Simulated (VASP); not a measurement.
# TiO2 (P4_2/mnm) in VASP: relaxation of the atoms with PBE

Aim: the relaxation of the atoms of TiO2 with PBE.

Program: VASP 6.6.1. These are calculated values, not measurements. Logs are shortened: lines on timing, memory, paths and dates and some standing lists are left out, and cuts for length are marked.

## (1) The cell of the first run

It takes space group P4_2/mnm (No. 136, tetragonal). Conventional cell: a = 4.500 Å, b = 4.500 Å, c = 2.899 Å, α = 90.00°, β = 90.00°, γ = 90.00°. Ti (site symmetry mmm) has 6 O at 1.91 to 1.94 Å within 2.5 Å. Within 2.5 Å of O (site symmetry m2m) lie 3 Ti at 1.91 to 1.94 Å and 1 O at 2.49 Å.

## (2) Relaxation of the atoms, PBE (9.78 Å³/atom)

The input, INCAR:

```
SYSTEM = TiO2
ALGO     = Normal         ! electronic algorithm
EDIFF    = 1E-6           ! SCF threshold, eV
EDIFFG   = -0.02          ! ionic threshold
ENCUT    = 520            ! plane-wave cutoff, eV
GGA      = PE             ! functional
IBRION   = 2              ! ionic algorithm
ISIF     = 2              ! what is computed and relaxed
ISMEAR   = -1             ! smearing method
LASPH    = .True.         ! aspherical terms in the spheres
LCHARG   = .False.        ! write CHGCAR
LREAL    = .False.        ! projectors in reciprocal space
LWAVE    = .False.        ! write WAVECAR
NELM     = 80             ! most SCF steps
NSW      = 80             ! ionic steps
PREC     = Accurate       ! precision mode
SIGMA    = 0.02           ! smearing width, eV
```

The input, KPOINTS:

```
k-points
0
Gamma
  7 7 10
  0 0 0
```

The input, POSCAR:

```
TiO2
1.0
    4.5002185834      0.0000000000      0.0000000000
    0.0000000000      4.5002185834      0.0000000000
    0.0000000000      0.0000000000      2.8985952957
Ti O
2 4
Direct
    0.0000000000      0.0000000000      0.0000000000
    0.5000000000      0.5000000000      0.5000000000
    0.3042802931      0.3042802931      0.0000000000
    0.1957197069      0.8042802931      0.5000000000
    0.6957197069      0.6957197069      0.0000000000
    0.8042802931      0.1957197069      0.5000000000
```

Potentials or basis: VASP PAW PBE potentials, release 64 (Ti_sv, O).

Run with:

```console
cat potpaw_PBE.64/Ti_sv/POTCAR potpaw_PBE.64/O/POTCAR > POTCAR
mpirun -np 1 vasp_std > vasp.out
```

OUTCAR:

```text
SYSTEM = TiO2
   EDIFF = 1E-6
   EDIFFG = -0.02
   ENCUT = 520
   GGA = PE
   IBRION = 2
   ISIF = 2
   ISMEAR = -1
   LASPH = .True.
   LREAL = .False.
   NELM = 80
   NSW = 80
   PREC = Accurate

 ion  position               nearest neighbor table
   1  0.000  0.000  0.000-   4 1.91   6 1.91   4 1.91   6 1.91   5 1.94   3 1.94
   2  0.500  0.500  0.500-   3 1.91   5 1.91   3 1.91   5 1.91   4 1.94   6 1.94
   3  0.304  0.304  0.000-   2 1.91   2 1.91   1 1.94
   4  0.196  0.804  0.500-   1 1.91   1 1.91   2 1.94
   5  0.696  0.696  0.000-   2 1.91   2 1.91   1 1.94
   6  0.804  0.196  0.500-   1 1.91   1 1.91   2 1.94

  LATTYP: Found a simple tetragonal cell.
 ALAT       =     4.5002185834
 C/A-ratio  =     0.6441010013

  Lattice vectors:

 A1 = (   4.5002185834,   0.0000000000,   0.0000000000)
 A2 = (   0.0000000000,   4.5002185834,   0.0000000000)
 A3 = (   0.0000000000,   0.0000000000,   2.8985952957)

Analysis of symmetry for initial positions (statically):
=====================================================================
 Subroutine PRICEL returns:
 Original cell was already a primitive cell.

 Routine SETGRP: Setting up the symmetry group for a
 simple tetragonal supercell.

 Subroutine GETGRP returns: Found 16 space group operations
 (whereof  8 operations were pure point group operations)
 out of a pool of 16 trial point group operations.

The static configuration has the point symmetry D_2h.
 The point group associated with its full space group is D_4h.

Analysis of symmetry for dynamics (positions and initial velocities):
=====================================================================
 Subroutine PRICEL returns:
 Original cell was already a primitive cell.

 Routine SETGRP: Setting up the symmetry group for a
 simple tetragonal supercell.

 Subroutine GETGRP returns: Found 16 space group operations
 (whereof  8 operations were pure point group operations)
 out of a pool of 16 trial point group operations.

The dynamic configuration has the point symmetry D_2h.
 The point group associated with its full space group is D_4h.

 Subroutine INISYM returns: Found 16 space group operations
 (whereof  8 operations are pure point group operations),
 and found     1 'primitive' translations

----------------------------------------------------------------------------------------

                                     Primitive cell

  volume of cell :      58.7023

  direct lattice vectors                    reciprocal lattice vectors
     4.500218583  0.000000000  0.000000000     0.222211429  0.000000000  0.000000000
     0.000000000  4.500218583  0.000000000     0.000000000  0.222211429  0.000000000
     0.000000000  0.000000000  2.898595296     0.000000000  0.000000000  0.344994695

  length of vectors
     4.500218583  4.500218583  2.898595296     0.222211429  0.222211429  0.344994695

  position of ions in fractional coordinates (direct lattice)
     0.000000000  0.000000000  0.000000000
     0.500000000  0.500000000  0.500000000
     0.304280293  0.304280293  0.000000000
     0.195719707  0.804280293  0.500000000
     0.695719707  0.695719707  0.000000000
     0.804280293  0.195719707  0.500000000

  ion indices of the primitive-cell ions
   primitive index   ion index
                 1           1
                 2           2
                 3           3
                 4           4
                 5           5
                 6           6

----------------------------------------------------------------------------------------

 KPOINTS: k-points

Automatic generation of k-mesh.
 Grid dimensions read from file:
 generate k-points for:    7    7   10

 Generating k-lattice:

  Cartesian coordinates                     Fractional coordinates (reciprocal lattice)
     0.031744490  0.000000000  0.000000000     0.142857143  0.000000000  0.000000000
     0.000000000  0.031744490  0.000000000     0.000000000  0.142857143  0.000000000
     0.000000000  0.000000000  0.034499470     0.000000000  0.000000000  0.100000000

  Length of vectors
     0.031744490  0.031744490  0.034499470

  Shift w.r.t. Gamma in fractional coordinates (k-lattice)
     0.000000000  0.000000000  0.000000000

 Subroutine IBZKPT returns following result:
 ===========================================

 Found     60 irreducible k-points:

 Following reciprocal coordinates:
            Coordinates               Weight
  0.000000  0.000000  0.000000      1.000000
  0.142857  0.000000  0.000000      4.000000
  0.285714  0.000000  0.000000      4.000000
  0.428571  0.000000  0.000000      4.000000
  0.142857  0.142857  0.000000      4.000000
  0.285714  0.142857  0.000000      8.000000
[... 16 lines left out ...]
  0.285714  0.000000  0.200000      8.000000
  0.428571  0.000000  0.200000      8.000000
 [... further k-points ...]
   k-points           NKPTS =     60   k-points in BZ     NKDIM =     60   number of bands    NBANDS=     28
   number of dos      NEDOS =    301   number of ions     NIONS =      6
   total plane-waves  NPLWV =  31104
   dimension x,y,z NGX =    36 NGY =   36 NGZ =   24
   dimension x,y,z NGXF=    72 NGYF=   72 NGZF=   48
   ions per type =               2   4
   NGX,Y,Z   is equivalent  to a cutoff of  13.30, 13.30, 13.76 a.u.
   NGXF,Y,Z  is equivalent  to a cutoff of  26.60, 26.60, 27.53 a.u.
 SYSTEM =  TiO2
   PREC   = accura    normal or accurate (medium, high low for compatibility)
   ISTART =      0    job   : 0-new  1-cont  2-samecut
   ICHARG =      2    charge: 1-file 2-atom 10-const
   ISPIN  =      1    spin polarized calculation?
   LNONCOLLINEAR =      F non collinear calculations
   LSORBIT =      F    spin-orbit coupling
   LASPH  =      T    aspherical Exc in radial PAW
   ENCUT  =  520.0 eV  38.22 Ry    6.18 a.u.   8.37  8.37  5.39*2*pi/ulx,y,z
   NELM   =     80;   NELMIN=  2; NELMDL= -5     # of ELM steps
   EDIFF  = 0.1E-05   stopping-criterion for ELM
   LREAL  =      F    real-space projection
   EDIFFG = -.2E-01   stopping-criterion for IOM
   NSW    =     80    number of steps for IOM
   IBRION =      2    ionic relax: 0-MD 1-quasi-New 2-CG
   NFREE  =      1    steps in history (QN), initial steepest desc. (CG)
   ISIF   =      2    stress and relaxation
   ISYM   =      2    0-nonsym 1-usesym 2-fastsym
   POTIM  = 0.5000    time-step for ionic-motion
   TEBEG  =    0.0;   TEEND  =   0.0 temperature during run
   PSTRESS=    0.0 pullay stress
   NELECT =      48.0000    total number of electrons
   NUPDOWN=      -1.0000    fix difference up-down
   EMIN   =  10.00;   EMAX   =-10.00  energy-range for DOS
   EFERMI =   0.00;   METHOD = LEGACY
   ISMEAR =    -1;   SIGMA  =   0.02  broadening in eV -4-tet -1-fermi 0-gaus
   EFERMI_NEDOS =   21; number of points for ismear=-14 and -15
   IALGO  =     38    algorithm
   IMIX   =      4    mixing-type and parameters
     AMIX     =   0.40;   BMIX     =  1.00
     AMIX_MAG =   1.60;   BMIX_MAG =  1.00
  volume/ion in A,a.u.               =       9.78        66.02
  Fermi-wavevector in a.u.,A,eV,Ry     =   1.530865  2.892916 31.885914  2.343549
  Thomas-Fermi vector in A             =   2.638289
   LORBIT       =      0    0 simple, 1 ext, 2 COOP (PROOUT), +10 PAW based schemes
   GGA     = PE    functional components
   LHFCALC =     F    Hartree Fock is set to
   AEXX    =    0.0000 exact exchange contribution
   IVDW    =     0    specifies the selected vdW correction
   LEPSILON=     F    determine dielectric tensor
   LRPA    =     F    only Hartree local field effects (RPA)
 conjugate gradient relaxation of ions
 non-spin polarized calculation
  energy-cutoff  :      520.00
  volume of cell :       58.70
 maximum number of plane-waves:      1596
 NGX is ok and might be reduce to    36
   NGX = 17   NGY = 17   NGZ = 11

--------------------------------------- Ionic step        1  -------------------------------------------

 number of electron      47.9999991 magnetization

 Free energy of the ion-electron system (eV)
  ---------------------------------------------------
  ext. energy  EPLUGINS =         0.00000000
  ---------------------------------------------------
  free energy    TOTEN  =       -53.31597973 eV

  energy without entropy =      -53.31597973  energy(sigma->0) =      -53.31597973

------------------------ aborting loop because EDIFF is reached ----------------------------------------

  FORCE on cell =-STRESS in cart. coord.  units (eV):
  Direction    XX          YY          ZZ          XY          YZ          ZX
  --------------------------------------------------------------------------------------
  -------------------------------------------------------------------------------------
  Total        8.0401866      8.0401866      9.3525094      0.0000000      0.0000000      0.0000000
  in kB      219.4430899    219.4430899    255.2606877      0.0000000      0.0000000      0.0000000
  external PRESSURE =     231.3822891 kB  Pullay stress =       0.0000000 kB
[... 65 lines left out ...]
  energy  without entropy=      -53.3242622945  energy(sigma->0) =      -53.32426229

--------------------------------------- Ionic step        3  -------------------------------------------

 number of electron      47.9999994 magnetization

 Free energy of the ion-electron system (eV)
  ---------------------------------------------------
  ext. energy  EPLUGINS =         0.00000000
  ---------------------------------------------------
  free energy    TOTEN  =       -53.32483341 eV

  energy without entropy =      -53.32483341  energy(sigma->0) =      -53.32483341

 E-fermi :   6.1014     XC(G=0): -11.7501

 val. band max:        5.5547530031   @ k =   0.0000   0.0000   0.0000
 cond. band min:       7.4662476805   @ k =   0.0000   0.0000   0.0000
 fundamental gap:      1.9114946774
 Fermi energy:         6.1013767846

 k-point     1 :       0.0000    0.0000    0.0000
  band No.  band energies     occupation
      1     -51.2178      2.00000
      2     -51.1937      2.00000
      3     -27.5932      2.00000
      4     -27.5932      2.00000
      5     -27.3811      2.00000
      6     -27.3811      2.00000
[... 733 lines left out ...]
     27       8.7946      0.00000
     28       8.8627      0.00000

 [... further k-points ...]

------------------------ aborting loop because EDIFF is reached ----------------------------------------

  FORCE on cell =-STRESS in cart. coord.  units (eV):
  Direction    XX          YY          ZZ          XY          YZ          ZX
  --------------------------------------------------------------------------------------
  -------------------------------------------------------------------------------------
  Total        7.8966621      7.8966621      8.8723755      0.0000000      0.0000000      0.0000000
  in kB      215.5258366    215.5258366    242.1562566      0.0000000      0.0000000      0.0000000
  external PRESSURE =     224.4026432 kB  Pullay stress =       0.0000000 kB
[... 21 lines left out ...]
  FREE ENERGIE OF THE ION-ELECTRON SYSTEM (eV)
  ---------------------------------------------------
  free  energy   TOTEN  =       -53.3248334149 eV

  energy  without entropy=      -53.3248334149  energy(sigma->0) =      -53.32483341

 reached required accuracy - stopping structural energy minimisation
```

Run time: 3.9 min. Hardware: 1 thread of Oxide Virtual Turin-like, shared host; peak memory 0.19 GiB.

Results:

```
Free energy               : -53.3248 eV
Energy gained by relaxing : 1.5 meV/atom
Ionic steps               : 3
Pressure after relaxing   : 22.4 GPa
Band gap on the k mesh    : 1.91 eV
```

Stress tensor (GPa, compression positive):
```
21.55  0.00  0.00
 0.00 21.55  0.00
 0.00  0.00 24.22
```

The path:
```tsv
step	energy change (eV)	largest force (eV/Å)	pressure (GPa)
1	0.0000	0.3402	23.14
2	-0.0083	0.0848	22.28
3	-0.0089	0.0001	22.44
```

Final structure:
```
Ti O
1.0
     4.50022    0.00000    0.00000
     0.00000    4.50022    0.00000
     0.00000    0.00000    2.89860
Ti O
2 4
Direct
  0.00000 0.00000 0.00000
  0.50000 0.50000 0.50000
  0.30223 0.30223 0.00000
  0.19777 0.80223 0.50000
  0.69777 0.69777 0.00000
  0.80223 0.19777 0.50000
```

Levels at points of the mesh, in eV from the valence-band top:
```csv
k point,band 20,band 21,band 22,band 23,band 24,band 25,band 26,band 27,band 28
"(0.00, 0.00, 0.00)",-2.09,-0.74,-0.51,-0.51,0.00,1.91,2.19,2.49,2.64
"(0.00, 0.00, 0.50)",-2.91,-2.68,-2.68,-1.49,-1.49,3.21,3.21,3.43,3.43
```
